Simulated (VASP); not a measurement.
Input of a VASP 6.6.1 run:

The input INCAR:

```
SYSTEM = Sr19Ca5
PREC = Accurate
ENCUT = 520
EDIFF = 1E-7
ISMEAR = -1
SIGMA = 0.05
LREAL = Auto
LASPH = .TRUE.
NELM = 100
ALGO = Normal
ISIF = 2
LWAVE = .FALSE.
LCHARG = .FALSE.
GGA = PE
ISYM = 0
NBANDS = 138
```

The input KPOINTS:

```
Automatic mesh
0
Gamma
  1 1 1
  0.25 0.25 0.25
```

Contents of POSCAR:

```
Sr19Ca5
1.0
   10.4978800000     -0.1668760000      0.0738540000
   -0.1668760000     10.3895350000      0.2213770000
    0.0738540000      0.2213770000     11.1990180000
Sr Ca
19 5
Direct
    0.3037581997      0.7068556361      0.7662294731
    0.8352065951      0.3756691661      0.7118173343
    0.1507144945      0.0285300921      0.7118275214
    0.5690466082      0.2745189653      0.4920738092
    0.2566763452      0.5966185359      0.4030769308
    0.8235152611      0.9996519488      0.5057617690
    0.4403267722      0.1974478696      0.1927951799
    0.4865607645      0.3985839341      0.8440108075
    0.1475895014      0.1134087631      0.3845739719
    0.2582649396      0.8715944186      0.0812799072
    0.5181216804      0.0490786473      0.8255046789
    0.9239927276      0.8312224061      0.2159706251
    0.2557243437      0.5075328328      0.0951414346
    0.9866522340      0.7118072150      0.5716520002
    0.4675908213      0.9214037859      0.4310104637
    0.7263164908      0.3379219237      0.0754149587
    0.0576714862      0.2030398699      0.0500871927
    0.9605783461      0.6268618223      0.9477074380
    0.5866650025      0.7352386030      0.1055715355
    0.9309644793      0.4476017078      0.3230508091
    0.6457428647      0.6222631579      0.4319966764
    0.8188280483     -0.0288523314      0.8966697362
    0.6531615674      0.7249520659      0.7400458408
    0.1853113710      0.3685538376      0.6634610884
```

Potentials or basis: VASP PAW PBE potentials, release 64 (Sr_sv, Ca_sv).

Run with:

```sh
$ cat potpaw_PBE.64/Sr_sv/POTCAR potpaw_PBE.64/Ca_sv/POTCAR > POTCAR
$ mpirun -np 1 vasp_std > vasp.out
```

(1) Predict the largest force.

(2) Predict the pressure.

Results:

(1) 0.850 eV/Å.

(2) 1.1 GPa.

Caveat: the k points lie up to 0.61 Å⁻¹ apart; the atoms stand as in a frame of molecular dynamics.
